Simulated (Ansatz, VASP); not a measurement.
**EuO: VASP beside Ansatz**

INCAR

```
SYSTEM = EuO
ALGO = Normal
EDIFF = 1E-6
ENCUT = 600
GGA = PE
GGA_COMPAT = .False.
ISIF = 2
ISMEAR = 0
ISPIN = 2
LASPH = .True.
LCHARG = .False.
LDAU = .True.
LDAUJ = 0 0
LDAUL = 3 -1
LDAUPRINT = 1
LDAUTYPE = 2
LDAUU = 6 0
LMAXMIX = 6
LORBIT = 11
LREAL = .False.
LWAVE = .False.
MAGMOM = 3.28 -0.03
NBANDS = 22
NELM = 200
PREC = Accurate
SIGMA = 0.05
```

KPOINTS

```
k-points
0
Gamma
  6 6 6
  0 0 0
```

Contents of POSCAR:

```
EuO
1.0
    0.0000000000      2.5719519700      2.5719519700
    2.5719519700      0.0000000000      2.5719519700
    2.5719519700      2.5719519700      0.0000000000
Eu O
1 1
Direct
    0.5000000000      0.5000000000      0.5000000000
    0.0000000000      0.0000000000      0.0000000000
```

Input for Ansatz:

```yaml
crystal:
  lattice:
    - [0.0, 2.57195197, 2.57195197]
    - [2.57195197, 0.0, 2.57195197]
    - [2.57195197, 2.57195197, 0.0]
  atoms:
    - { symbol: Eu, position: [0.5, 0.5, 0.5], spin: 3.0 }
    - { symbol: O, position: [0.0, 0.0, 0.0] }
basis:
  ecutwfc: 420
  ecutrho_ratio: 4
kpoints:
  mp_grid: { grid: [6, 6, 6] }
hamiltonian:
  xc: pbe
  hubbard:
    sites:
      - { site: 0, l: f, u_eff: 6.0, starting_ns: [{ spin: up, occupation_matrix: s0up }, { spin: down, occupation_matrix: s0down }] }
    occupation_matrices:
      s0up:
        matrix:
          - [0.97, 0.0, 0.0, 0.0, 0.0, 0.0, 0.0]
          - [0.0, 0.02, 0.0, 0.0, 0.0, 0.0, 0.0]
          - [0.0, 0.0, 0.97, 0.0, 0.0, 0.0, 0.0]
          - [0.0, 0.0, 0.0, 0.97, 0.0, 0.0, 0.0]
          - [0.0, 0.0, 0.0, 0.0, 0.02, 0.0, 0.0]
          - [0.0, 0.0, 0.0, 0.0, 0.0, 0.97, 0.0]
          - [0.0, 0.0, 0.0, 0.0, 0.0, 0.0, 0.97]
      s0down:
        matrix:
          - [0.02, 0.0, 0.0, 0.0, 0.0, 0.0, 0.0]
          - [0.0, 0.02, 0.0, 0.0, 0.0, 0.0, 0.0]
          - [0.0, 0.0, 0.02, 0.0, 0.0, 0.0, 0.0]
          - [0.0, 0.0, 0.0, 0.02, 0.0, 0.0, 0.0]
          - [0.0, 0.0, 0.0, 0.0, 0.97, 0.0, 0.0]
          - [0.0, 0.0, 0.0, 0.0, 0.0, 0.97, 0.0]
          - [0.0, 0.0, 0.0, 0.0, 0.0, 0.0, 0.02]
    ns_hold: { iters: 12 }
scf:
  occupations: { method: gaussian, width: 0.05 }
  lower_state_search: "off"
  max_iter: 150
output:
  forces: true
  stress: true
  eigenvalues: true
  populations: true
  hubbard: { sites: [{ site: 0, l: f }] }
magnetization:
  spin_polarized: true
```

Alike in both runs: task single point; functional PBE; k mesh 6 × 6 × 6; occupations gaussian, width 0.05 eV; collinear spin; Hubbard terms Eu f U = 6.0 eV.

```csv
,VASP,Ansatz
version,VASP 6.6.1,Ansatz 0.2.0
potentials or method,"VASP PAW PBE potentials, release 64 (Eu, O), cutoff 600 eV","scalar-relativistic, plane waves, PAW"
valence electrons in the cell,23,23
```

|  | VASP | Ansatz | Ansatz less VASP |
| --- | --- | --- | --- |
| gap on the k mesh at the Fermi level (eV) | none | none | - |
| pressure (GPa) | 1.2 | -0.6 | -1.85 |
| traceless stress, the component that is largest in VASP (GPa) | 0.00 | -0.49 | -0.494 |
| net moment per atom (μB) | 3.50 | 1.51 | -1.985 |
| size of the moment on the site where the two differ most (μB) | 6.72 | 2.99 | -3.739 |

The net moments are unlike, so the other rows may belong to different states. Site moments also hang on the region over which each program counts them. The programs project onto different local orbitals, so the same U acts differently, and such runs can settle in different states. A gap of «none» marks a metal or a gap that the smearing closes. Ansatz's warnings: filled band counts differ across k points, specified occupation not kept, symmetry narrowed by occupation matrices.

Spin-orbit coupling is off throughout.
